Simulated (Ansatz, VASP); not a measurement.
**One calculation of Mo6CO, two programs**

Contents of INCAR:

```
ALGO = Normal
DIPOL = 0.5 0.5 0.326
EDIFF = 1E-6
ENCUT = 520
GGA = PE
IDIPOL = 3
ISIF = 2
ISMEAR = 0
LASPH = True
LCHARG = False
LDIPOL = True
LREAL = False
LWAVE = False
NBANDS = 57
NELM = 80
PREC = Accurate
SIGMA = 0.1
```

KPOINTS

```
k-points
0
Gamma
  6 6 1
```

POSCAR

```
Mo6CO
1.0
    4.4695765303      0.0000000000      0.0000000000
   -2.2347882651      3.8707668194      0.0000000000
    0.0000000000      0.0000000000     22.2595667262
Mo C O
6 1 1
Direct
    0.6666666667      0.3333333333      0.1796980170
    0.3333333333      0.6666666667      0.2206848206
    0.0000000000      0.0000000000      0.2616716241
    0.6666666667      0.3333333333      0.2990464568
    0.3333333333      0.6666666667      0.3355219825
    0.0000000000      0.0000000000      0.3710569405
    0.1666666667      0.3333333333      0.4438346374
    0.1666666667      0.3333333333      0.4959470623
```

Input for Ansatz:

```yaml
crystal:
  lattice:
    - [4.4695765303, 0.0, 0.0]
    - [-2.2347882651, 3.8707668194, 0.0]
    - [0.0, 0.0, 22.2595667262]
  atoms:
    - { symbol: Mo, position: [0.6666666667, 0.3333333333, 0.179698017] }
    - { symbol: Mo, position: [0.3333333333, 0.6666666667, 0.2206848206] }
    - { symbol: Mo, position: [0.0, 0.0, 0.2616716241] }
    - { symbol: Mo, position: [0.6666666667, 0.3333333333, 0.2990464568] }
    - { symbol: Mo, position: [0.3333333333, 0.6666666667, 0.3355219825] }
    - { symbol: Mo, position: [0.0, 0.0, 0.3710569405] }
    - { symbol: C, position: [0.1666666667, 0.3333333333, 0.4438346374] }
    - { symbol: O, position: [0.1666666667, 0.3333333333, 0.4959470623] }
basis:
  ecutwfc: 420
kpoints:
  mp_grid: { grid: [6, 6, 1] }
hamiltonian:
  xc: pbe
  pseudopotentials: { kind: paw, azcp: { folder: soft_1 } }
scf:
  occupations: { method: gaussian, width: 0.1 }
output:
  forces: true
  eigenvalues: true
  write_density: true
  write_potential: true
  elf: true
  volumetric_format: npy
efield:
  axis: 3
  dipole_correction: true
  ramp_width: 0.04
```

Alike in both runs: task single point; functional PBE; k mesh 6 × 6 × 1; occupations gaussian, width 0.1 eV; no spin polarisation.

|  | VASP | Ansatz |
| --- | --- | --- |
| version | VASP 6.6.1 | Ansatz 0.2.0 |
| potentials or method | VASP PAW PBE potentials, release 64 (Mo_sv, C, O), cutoff 520 eV | scalar-relativistic, plane waves, PAW |
| valence electrons in the cell | 94 | 94 |

Ansatz gave:

| Item | Value |
| --- | --- |
| rms of the force components (eV/Å) | 0.665 |

Question: What did VASP give for the same quantities?

Answer: rms of the force components (eV/Å): 0.753.

Atom by atom the forces differ by 0.228 eV/Å (rms over components). With one functional, cell and mesh, what is left measures potentials, basis and numerics. Ansatz's warnings: xc potential rough in thin density.

Noted on VASP's run: the standard files for N, O and F lose accuracy on very short bonds.
